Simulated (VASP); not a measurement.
# CuO (C2/c) in VASP: notebook

The runs below take CuO through single point, with PBEsol+U.

Everything below comes from runs of VASP 6.6.1. Logs are shortened: lines on timing, memory, paths and dates and some standing lists are left out, and cuts for length are marked.

## 1. The cell of the first run

The structure is monoclinic, space group C2/c (No. 15). The conventional cell has a = 4.684 Å, b = 3.423 Å, c = 5.129 Å, α = 90.00°, β = 99.54°, γ = 90.00°. Cu (site symmetry -1) has 4 O at 1.95 to 1.96 Å within 2.6 Å. O (site symmetry 2) has 6 Cu at 1.95 to 2.78 Å and 6 O at 2.62 to 2.90 Å within 3.0 Å.

## 2. Single point, PBEsol+U

INCAR

```
SYSTEM = CuO
ALGO     = Normal         ! electronic algorithm
EDIFF    = 1E-6           ! SCF threshold, eV
ENCUT    = 820            ! plane-wave cutoff, eV
GGA      = PS             ! functional
GGA_COMPAT= .FALSE.      
ISIF     = 2              ! what is computed and relaxed
ISMEAR   = -1             ! smearing method
LASPH    = .TRUE.         ! aspherical terms in the spheres
LCHARG   = .TRUE.         ! write CHGCAR
LDAU     = .TRUE.         ! DFT+U
LDAUJ    = 0 0          
LDAUL    = 2 -1           ! shell
LDAUPRINT= 1            
LDAUTYPE = 2            
LDAUU    = 1 0            ! U, eV
LELF     = .TRUE.         ! ELF
LMAXMIX  = 4              ! l up to which the mixer works
LREAL    = .FALSE.        ! projectors in reciprocal space
LVHAR    = .TRUE.       
LWAVE    = .FALSE.        ! write WAVECAR
NBANDS   = 33             ! bands
NELM     = 200            ! most SCF steps
PREC     = Accurate       ! precision mode
SIGMA    = 0.05           ! smearing width, eV
```

KPOINTS

```
k-points
0
G
  10 10 5
  0 0 0
```

POSCAR

```
CuO
1.0
    2.3418500000     -1.7113000000      0.0000000000
    2.3418500000      1.7113000000      0.0000000000
   -0.8500274268      0.0000000000      5.0578693947
Cu O
2 2
Direct
    0.5000000000      0.0000000000      0.5000000000
    0.0000000000      0.5000000000      0.0000000000
    0.4184000000      0.5816000000      0.7500000000
    0.5816000000      0.4184000000      0.2500000000
```

Potentials or basis: VASP PAW PBE potentials, release 64 (Cu_sv_GW, O).

Started as:

```bash
> cat potpaw_PBE.64/Cu_sv_GW/POTCAR potpaw_PBE.64/O/POTCAR > POTCAR
> mpirun -np 1 vasp_std > vasp.out
```

OUTCAR:

```text
SYSTEM = CuO
   EDIFF = 1E-6
   ENCUT = 820
   GGA = PS
   ISIF = 2
   ISMEAR = -1
   LASPH = .TRUE.
   LREAL = .FALSE.
   NELM = 200
   PREC = Accurate

 ion  position               nearest neighbor table
   1  0.500  0.000  0.500-   3 1.95   4 1.95   4 1.96   3 1.96
   2  0.000  0.500  0.000-   4 1.95   3 1.95   4 1.96   3 1.96
   3  0.418  0.582  0.750-   2 1.95   1 1.95   2 1.96   1 1.96
   4  0.582  0.418  0.250-   1 1.95   2 1.95   2 1.96   1 1.96

  LATTYP: Found a base centered monoclinic cell.
 ALAT       =     4.6837000000
 B/A-ratio  =     0.7307470589
 C/A-ratio  =     1.0950317057
 COS(beta)  =    -0.1657361228

  Lattice vectors:

 A1 = (   2.3418500000,  -1.7113000000,   0.0000000000)
 A2 = (   2.3418500000,   1.7113000000,   0.0000000000)
 A3 = (  -0.8500274268,   0.0000000000,   5.0578693947)

Analysis of symmetry for initial positions (statically):
=====================================================================
 Subroutine PRICEL returns:
 Original cell was already a primitive cell.

 Routine SETGRP: Setting up the symmetry group for a
 base centered monoclinic supercell.

 Subroutine GETGRP returns: Found  4 space group operations
 (whereof  2 operations were pure point group operations)
 out of a pool of  4 trial point group operations.

The static configuration has the point symmetry S_2 .
 The point group associated with its full space group is C_2h.

Analysis of symmetry for dynamics (positions and initial velocities):
=====================================================================
 Subroutine PRICEL returns:
 Original cell was already a primitive cell.

 Routine SETGRP: Setting up the symmetry group for a
 base centered monoclinic supercell.

 Subroutine GETGRP returns: Found  4 space group operations
 (whereof  2 operations were pure point group operations)
 out of a pool of  4 trial point group operations.

The dynamic configuration has the point symmetry S_2 .
 The point group associated with its full space group is C_2h.

 Subroutine INISYM returns: Found  4 space group operations
 (whereof  2 operations are pure point group operations),
 and found     1 'primitive' translations

----------------------------------------------------------------------------------------

                                     Primitive cell

  volume of cell :      40.5399

  direct lattice vectors                    reciprocal lattice vectors
     2.341850000 -1.711300000  0.000000000     0.213506416 -0.292175539  0.035881968
     2.341850000  1.711300000  0.000000000     0.213506416  0.292175539  0.035881968
    -0.850027427  0.000000000  5.057869395     0.000000000  0.000000000  0.197711709

  length of vectors
     2.900484289  2.900484289  5.128800000     0.363646877  0.363646877  0.197711709

  position of ions in fractional coordinates (direct lattice)
     0.500000000  0.000000000  0.500000000
     0.000000000  0.500000000  0.000000000
     0.418400000  0.581600000  0.750000000
     0.581600000  0.418400000  0.250000000

  ion indices of the primitive-cell ions
   primitive index   ion index
                 1           1
                 2           2
                 3           3
                 4           4

----------------------------------------------------------------------------------------

 KPOINTS: k-points
[... 100 lines left out ...]
   IVDW    =     0    specifies the selected vdW correction
   LEPSILON=     F    determine dielectric tensor
   LRPA    =     F    only Hartree local field effects (RPA)
 non-spin polarized calculation
  energy-cutoff  :      820.00
  volume of cell :       40.54
 maximum number of plane-waves:      2181
   NGX = 13   NGY = 13   NGZ = 23

atom =   1  type =  1  l = 2

 onsite density matrix

spin component  1

  0.9128 -0.0155 -0.0136 -0.0071  0.0012
 -0.0155  0.8673 -0.0019 -0.0873  0.0269
 -0.0136 -0.0019  0.9369 -0.0020 -0.0014
 -0.0071 -0.0873 -0.0020  0.8157  0.0358
  0.0012  0.0269 -0.0014  0.0358  0.9207

spin component  2

  0.9128 -0.0155 -0.0136 -0.0071  0.0012
 -0.0155  0.8673 -0.0019 -0.0873  0.0269
 -0.0136 -0.0019  0.9369 -0.0020 -0.0014
 -0.0071 -0.0873 -0.0020  0.8157  0.0358
  0.0012  0.0269 -0.0014  0.0358  0.9207

 occupancies and eigenvectors

  o =  0.7382  v = -0.0858 -0.5821 -0.0174 -0.7727  0.2376  0.0000  0.0000  0.0000  0.0000  0.0000      0.0000  0.0000  0.0000  0.0000  0.0000  0.0000  0.0000  0.0000  0.0000  0.0000
  o =  0.7382  v =  0.0000  0.0000  0.0000  0.0000  0.0000 -0.0858 -0.5821 -0.0174 -0.7727  0.2376      0.0000  0.0000  0.0000  0.0000  0.0000  0.0000  0.0000  0.0000  0.0000  0.0000
  o =  0.9055  v = -0.8739 -0.1820 -0.3816  0.2037 -0.1271  0.0000  0.0000  0.0000  0.0000  0.0000      0.0000  0.0000  0.0000  0.0000  0.0000  0.0000  0.0000  0.0000  0.0000  0.0000
  o =  0.9055  v =  0.0000  0.0000  0.0000  0.0000  0.0000 -0.8739 -0.1820 -0.3816  0.2037 -0.1271      0.0000  0.0000  0.0000  0.0000  0.0000  0.0000  0.0000  0.0000  0.0000  0.0000
  o =  0.9314  v =  0.0523  0.2254 -0.1750 -0.4340 -0.8529  0.0000  0.0000  0.0000  0.0000  0.0000      0.0000  0.0000  0.0000  0.0000  0.0000  0.0000  0.0000  0.0000  0.0000  0.0000
  o =  0.9314  v =  0.0000  0.0000  0.0000  0.0000  0.0000  0.0523  0.2254 -0.1750 -0.4340 -0.8529      0.0000  0.0000  0.0000  0.0000  0.0000  0.0000  0.0000  0.0000  0.0000  0.0000
  o =  0.9343  v =  0.0000  0.0000  0.0000  0.0000  0.0000 -0.1542  0.7195 -0.3410 -0.3806  0.4443      0.0000  0.0000  0.0000  0.0000  0.0000  0.0000  0.0000  0.0000  0.0000  0.0000
  o =  0.9343  v = -0.1542  0.7195 -0.3410 -0.3806  0.4443  0.0000  0.0000  0.0000  0.0000  0.0000      0.0000  0.0000  0.0000  0.0000  0.0000  0.0000  0.0000  0.0000  0.0000  0.0000
  o =  0.9441  v =  0.0000  0.0000  0.0000  0.0000  0.0000 -0.4499  0.2441  0.8409 -0.1682 -0.0501      0.0000  0.0000  0.0000  0.0000  0.0000  0.0000  0.0000  0.0000  0.0000  0.0000
  o =  0.9441  v = -0.4499  0.2441  0.8409 -0.1682 -0.0501  0.0000  0.0000  0.0000  0.0000  0.0000      0.0000  0.0000  0.0000  0.0000  0.0000  0.0000  0.0000  0.0000  0.0000  0.0000

atom =   2  type =  1  l = 2

 onsite density matrix

spin component  1

  0.9128 -0.0155  0.0136  0.0071 -0.0012
 -0.0155  0.8673  0.0019  0.0873 -0.0269
  0.0136  0.0019  0.9369 -0.0020 -0.0014
  0.0071  0.0873 -0.0020  0.8157  0.0358
 -0.0012 -0.0269 -0.0014  0.0358  0.9207

spin component  2

  0.9128 -0.0155  0.0136  0.0071 -0.0012
 -0.0155  0.8673  0.0019  0.0873 -0.0269
  0.0136  0.0019  0.9369 -0.0020 -0.0014
  0.0071  0.0873 -0.0020  0.8157  0.0358
 -0.0012 -0.0269 -0.0014  0.0358  0.9207

 occupancies and eigenvectors

  o =  0.7382  v =  0.0858  0.5821 -0.0174 -0.7727  0.2376  0.0000  0.0000  0.0000  0.0000  0.0000      0.0000  0.0000  0.0000  0.0000  0.0000  0.0000  0.0000  0.0000  0.0000  0.0000
  o =  0.7382  v =  0.0000  0.0000  0.0000  0.0000  0.0000  0.0858  0.5821 -0.0174 -0.7727  0.2376      0.0000  0.0000  0.0000  0.0000  0.0000  0.0000  0.0000  0.0000  0.0000  0.0000
  o =  0.9055  v =  0.8739  0.1820 -0.3816  0.2037 -0.1271  0.0000  0.0000  0.0000  0.0000  0.0000      0.0000  0.0000  0.0000  0.0000  0.0000  0.0000  0.0000  0.0000  0.0000  0.0000
  o =  0.9055  v =  0.0000  0.0000  0.0000  0.0000  0.0000  0.8739  0.1820 -0.3816  0.2037 -0.1271      0.0000  0.0000  0.0000  0.0000  0.0000  0.0000  0.0000  0.0000  0.0000  0.0000
  o =  0.9314  v = -0.0523 -0.2254 -0.1750 -0.4340 -0.8529  0.0000  0.0000  0.0000  0.0000  0.0000      0.0000  0.0000  0.0000  0.0000  0.0000  0.0000  0.0000  0.0000  0.0000  0.0000
  o =  0.9314  v =  0.0000  0.0000  0.0000  0.0000  0.0000 -0.0523 -0.2254 -0.1750 -0.4340 -0.8529      0.0000  0.0000  0.0000  0.0000  0.0000  0.0000  0.0000  0.0000  0.0000  0.0000
  o =  0.9343  v =  0.0000  0.0000  0.0000  0.0000  0.0000  0.1542 -0.7195 -0.3410 -0.3806  0.4443      0.0000  0.0000  0.0000  0.0000  0.0000  0.0000  0.0000  0.0000  0.0000  0.0000
  o =  0.9343  v =  0.1542 -0.7195 -0.3410 -0.3806  0.4443  0.0000  0.0000  0.0000  0.0000  0.0000      0.0000  0.0000  0.0000  0.0000  0.0000  0.0000  0.0000  0.0000  0.0000  0.0000
  o =  0.9441  v =  0.0000  0.0000  0.0000  0.0000  0.0000  0.4499 -0.2441  0.8409 -0.1682 -0.0501      0.0000  0.0000  0.0000  0.0000  0.0000  0.0000  0.0000  0.0000  0.0000  0.0000
  o =  0.9441  v =  0.4499 -0.2441  0.8409 -0.1682 -0.0501  0.0000  0.0000  0.0000  0.0000  0.0000      0.0000  0.0000  0.0000  0.0000  0.0000  0.0000  0.0000  0.0000  0.0000  0.0000

 number of electron      49.9999994 magnetization

 Free energy of the ion-electron system (eV)
  ---------------------------------------------------
  ext. energy  EPLUGINS =         0.00000000
  ---------------------------------------------------
  free energy    TOTEN  =       -20.60810573 eV

  energy without entropy =      -20.58926757  energy(sigma->0) =      -20.59868665

 E-fermi :   5.5165     XC(G=0): -12.5450

 val. band max:        5.5045298104   @ k =   0.4000  -0.0000   0.0000
 cond. band min:       5.5179177693   @ k =   0.4000   0.2000   0.4000
 fundamental gap:      0.0133879589
 Fermi energy:         5.5164707426

 k-point     1 :       0.0000    0.0000    0.0000
  band No.  band energies     occupation
      1    -106.4964      2.00000
      2    -106.4958      2.00000
      3     -64.1876      2.00000
      4     -64.1875      2.00000
      5     -64.1591      2.00000
      6     -64.1501      2.00000
[... 853 lines left out ...]
     32      18.7751      0.00000
     33      19.8066      0.00000

 [... further k-points ...]

------------------------ aborting loop because EDIFF is reached ----------------------------------------

  FORCE on cell =-STRESS in cart. coord.  units (eV):
  Direction    XX          YY          ZZ          XY          YZ          ZX
  --------------------------------------------------------------------------------------
  -------------------------------------------------------------------------------------
  Total       -1.0458905     -0.3326188     -1.3986511      0.0000000      0.0000000     -0.1144962
  in kB      -41.3346236    -13.1454212    -55.2760663      0.0000000      0.0000000     -4.5250038
  external PRESSURE =     -36.5853704 kB  Pullay stress =       0.0000000 kB

 VOLUME and BASIS-vectors are now :
 -----------------------------------------------------------------------------
  energy-cutoff  :      820.00
  volume of cell :       40.54
      direct lattice vectors                 reciprocal lattice vectors
     2.341850000 -1.711300000  0.000000000     0.213506416 -0.292175539  0.035881968
     2.341850000  1.711300000  0.000000000     0.213506416  0.292175539  0.035881968
    -0.850027427  0.000000000  5.057869395     0.000000000  0.000000000  0.197711709

 POSITION                                       TOTAL-FORCE (eV/Angst)
 -----------------------------------------------------------------------------------
      0.74591     -0.85565      2.52893         0.000000     -0.000000      0.000000
      1.17092      0.85565      0.00000         0.000000      0.000000      0.000000
      1.70433      0.27928      3.79340        -0.000000     -0.336057     -0.000000
      2.12934     -0.27928      1.26447         0.000000      0.336057      0.000000
 -----------------------------------------------------------------------------------
    total drift:                                0.000000      0.000000      0.000000

  FREE ENERGIE OF THE ION-ELECTRON SYSTEM (eV)
  ---------------------------------------------------
  free  energy   TOTEN  =       -20.6081057317 eV

  energy  without entropy=      -20.5892675678  energy(sigma->0) =      -20.59868665
```

It took 3.7 min on 1 thread of Intel Xeon Platinum 8559C (Emerald Rapids), shared host; peak memory 0.45 GiB.

What came out:

```
Free energy            : -20.6081 eV
Pressure               : -3.7 GPa
Largest force          : 0.336 eV/Å
Band gap on the k mesh : zero (bands 25 and 26 overlap by 0.61 eV)
```

Forces on the atoms (eV/Å):
```
Cu   0.000  0.000  0.000
Cu   0.000  0.000  0.000
O    0.000 -0.336  0.000
O    0.000  0.336  0.000
```

Levels at points of the mesh, in eV from the Fermi level:
| k point | band 21 | band 22 | band 23 | band 24 | band 25 | band 26 | band 27 | band 28 | band 29 | band 30 |
| --- | --- | --- | --- | --- | --- | --- | --- | --- | --- | --- |
| (0.00, 0.00, 0.00) | -2.55 | -2.39 | -2.32 | -1.80 | 0.22 | 0.96 | 1.65 | 5.92 | 8.12 | 13.28 |
| (0.50, 0.00, 0.00) | -2.21 | -1.74 | -1.60 | -1.53 | 0.02 | 0.27 | 4.78 | 6.23 | 6.91 | 11.03 |
| (0.50, 0.50, 0.00) | -2.31 | -2.29 | -1.70 | -1.34 | -0.72 | 1.09 | 3.25 | 7.02 | 8.45 | 9.98 |

Eigenvalues of the final occupation matrices:
```
    site  spin  trace               eigenvalues
site 1 d     1   4.45  0.74 0.91 0.93 0.93 0.94
site 1 d     2   4.45  0.74 0.91 0.93 0.93 0.94
site 2 d     1   4.45  0.74 0.91 0.93 0.93 0.94
site 2 d     2   4.45  0.74 0.91 0.93 0.93 0.94
```

Caveat: the cell stands under tension; the PAW data sets were made with another functional, which shifts forces and pressure a little; U without spin polarisation on a metal has little footing.

## 3. Single point, PBEsol+U

INCAR

```
  PREC = Accurate
  ENCUT = 820
  EDIFF = 1E-6
  ISMEAR = -1
  SIGMA = 0.05
  LREAL = F
  LASPH = T
  NELM = 200
  ALGO = Normal
  ISIF = 2
  LWAVE = F
  LCHARG = F
  LMAXMIX = 4
  LDAU = T
  LDAUTYPE = 2
  LDAUL = 2 -1
  LDAUU = 5 0
  LDAUJ = 0 0
  LDAUPRINT = 1
  GGA = PS
  NBANDS = 33
  GGA_COMPAT = F
```

KPOINTS

```
Automatic mesh
0
Gamma
  10 10 5
```

POSCAR is that of step 2.

Potentials or basis: VASP PAW PBE potentials, release 64 (Cu_sv_GW, O).

Started as:

```bash
> cat potpaw_PBE.64/Cu_sv_GW/POTCAR potpaw_PBE.64/O/POTCAR > POTCAR
> mpirun -np 1 vasp_std > vasp.out
```

Wall time 3.9 min (1 thread of Intel Xeon Platinum 8559C (Emerald Rapids), shared host); peak memory 0.45 GiB.

The run converged. Its results:

| Quantity | Value |
| --- | --- |
| Free energy | -17.1006 eV |
| Pressure | -4.0 GPa |
| Largest force | 0.262 eV/Å |
| Band gap on the k mesh | zero (bands 25 and 26 overlap by 0.62 eV) |

Forces in eV/Å, atoms in the order of the input:
```
Cu   0.000  0.000  0.000
Cu   0.000  0.000  0.000
O    0.000 -0.262  0.000
O    0.000  0.262  0.000
```

Stress tensor (GPa, compression positive):
```
-4.09  0.00 -0.32
 0.00 -2.16  0.00
-0.32  0.00 -5.73
```

Levels at points of the mesh, in eV from the Fermi level:
| k point | band 23 | band 24 | band 25 | band 26 | band 27 | band 28 |
| --- | --- | --- | --- | --- | --- | --- |
| (0.00, 0.00, 0.00) | -2.49 | -2.47 | 0.22 | 0.99 | 1.74 | 6.19 |
| (0.50, 0.00, 0.00) | -2.11 | -1.88 | 0.07 | 0.32 | 5.07 | 6.53 |
| (0.50, 0.50, 0.00) | -1.96 | -1.91 | -0.97 | 1.13 | 3.55 | 7.29 |

Eigenvalues of the final occupation matrices:
```tsv
site	spin	trace	eigenvalues
site 1 d	1	4.50	0.74 0.92 0.94 0.94 0.95
site 1 d	2	4.50	0.74 0.92 0.94 0.94 0.95
site 2 d	1	4.50	0.74 0.92 0.94 0.94 0.95
site 2 d	2	4.50	0.74 0.92 0.94 0.94 0.95
```

Caveat: the cell stands under tension; the PAW data sets were made with another functional, which shifts forces and pressure a little; U without spin polarisation on a metal has little footing.
